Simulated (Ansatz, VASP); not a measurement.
# One calculation of Pd, two programs

```
Pd
1.0
    -1.36967    1.36967    2.08376
     1.36967   -1.36967    2.08376
     1.36967    1.36967   -2.08376
Pd
1
Direct
  0.00000 0.00000 0.00000
```

Alike in both runs: task single point; functional PBEsol; k mesh 10 × 10 × 10; occupations gaussian, width 0.1 eV; no spin polarisation.

|  | VASP | Ansatz |
| --- | --- | --- |
| version | VASP 6.6.1 | Ansatz 0.2.0 |
| potentials or method | VASP PAW PBE potentials, release 64 (Pd), cutoff 500 eV | scalar-relativistic, plane waves, PAW |
| valence electrons in the cell | 10 | 18 |

```csv
,VASP,Ansatz,Ansatz less VASP
gap on the k mesh at the Fermi level (eV),none,none,-
pressure (GPa),-12.1,-11.9,+0.21
"traceless stress, the component that is largest in VASP (GPa)",-2.80,-2.82,-0.016
```

VASP's potentials were made for PBE, not for PBEsol. A gap of «none» marks a metal or a gap that the smearing closes. The functional is the same, so the differences come from potentials, cutoffs and numerics. VASP's potentials hold 10 valence electrons a cell and Ansatz's 18, so a difference there can come from the potentials and not from the codes.
